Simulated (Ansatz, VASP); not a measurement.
# Al in VASP and in Ansatz

```
Al
1.0
     4.76433    0.00000    0.00000
    -2.38216    4.12603    0.00000
     0.00000    0.00000    2.92074
Al
3
Cartesian
  0.0000 0.0000 0.0000
  0.0000 2.7507 1.4604
  2.3822 1.3753 1.4604
```

Alike in both runs: task single point; functional PBE; k mesh 6 × 6 × 6; occupations gaussian, width 0.1 eV; no spin polarisation.

|  | VASP | Ansatz |
| --- | --- | --- |
| version | VASP 6.6.1 | Ansatz 0.2.0 |
| potentials or method | VASP PAW PBE potentials, release 64 (Al), cutoff 500 eV | scalar-relativistic, plane waves, PAW |
| valence electrons in the cell | 9 | 9 |

```tsv
	VASP	Ansatz	Ansatz less VASP
gap on the k mesh at the Fermi level (eV)	none	none	-
pressure (GPa)	-6.1	-6.1	+0.02
traceless stress, the component that is largest in VASP (GPa)	-0.16	-0.15	+0.002
```

A gap of «none» marks a metal or a gap that the smearing closes.
